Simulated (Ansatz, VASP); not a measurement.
# Two plane-wave programs on Mg3ZnS4

```xyz
8
Lattice="0.0378 -0.0147 3.6241 3.6703 -5.1725 0.0586 3.7060 5.1977 0.0169" Properties=species:S:1:pos:R:3 pbc="T T T"
Mg    5.7085   -2.7819    1.8914
Mg    5.5431    2.9457    1.8043
Mg    3.7129   -0.1402   -0.1380
Zn   -0.1703    0.2842    0.2148
S     3.7290   -2.6192    0.0531
S     5.5192   -0.2251    1.8105
S     1.8152   -0.0874    1.9076
S     3.7231    2.6950    0.0067
```

Change from the starting cell: cell x1, atoms moved at random (sigma 0.15 Å) and cell strained at random (1.5 %), then relaxed without symmetry.

Alike in both runs: task relaxation of cell and atoms; functional PBE; k mesh 4 × 2 × 2; occupations gaussian, width 0.1 eV; no spin polarisation.

|  | VASP | Ansatz |
| --- | --- | --- |
| version | VASP 6.6.1 | Ansatz 0.2.0 |
| potentials or method | VASP PAW PBE potentials, release 64 (Mg, Zn, S), cutoff 600 eV | scalar-relativistic, plane waves, PAW |
| valence electrons in the cell | 42 | 66 |

```csv
,VASP,Ansatz,Ansatz less VASP
"gap on the k mesh at the Fermi level, each at its own relaxed structure (eV)",1.28,1.27,-0.009
relaxed volume (Å³/atom),17.58,17.61,+0.027
relaxed cell length with the largest relative difference (Å),3.679,3.688,+0.0095
```

VASP's potentials hold 42 valence electrons a cell and Ansatz's 66, so a difference there can come from the potentials and not from the codes.

The k mesh is coarse, so the values compare programs but aren't converged.
